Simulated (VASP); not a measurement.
## Nb: single point with LDA

The system is Nb.

```xyz
1
Lattice="-1.5563 1.5563 1.5563 1.5563 -1.5563 1.5563 1.5563 1.5563 -1.5563" Properties=species:S:1:pos:R:3 pbc="T T T"
Nb    0.0000    0.0000    0.0000
```

This cell differs from its parent crystal: volume scaled by 0.88.

```yaml
Program: VASP 6.6.1
Task: single point
Functional: LDA
Potentials_or_basis: VASP PAW LDA potentials, release 64 (Nb_sv)
Cutoff: 520 eV
k_mesh: 16 × 16 × 16
Occupations: fermi-dirac, width 0.1 eV
Spin: no spin polarisation
Dipole_correction: no
Further_INCAR_settings: ALGO = Normal; EDIFF = 1e-06; NBANDS = 12
```

```json
{"Pressure": "31.0 GPa"}
```

Levels at points of the mesh, in eV from the Fermi level:
```
           k point  band 2  band 3  band 4  band 5  band 6  band 7  band 8  band 9  band 10  band 11
(0.00, 0.00, 0.00)  -28.91  -28.91  -28.91   -6.15    0.22    0.22    0.22    3.76     3.76    14.65
(0.50, 0.00, 0.00)  -31.25  -29.62  -28.94   -4.56   -2.32    3.42    3.94    4.77     7.96    12.17
(0.50, 0.50, 0.50)  -30.47  -30.47  -30.47   -4.92   -4.92    6.91    6.91    6.91    10.74    10.74
```

Wall time 42 s on 1 thread of AMD EPYC 7571 (shared host), peak memory 0.1 GiB.
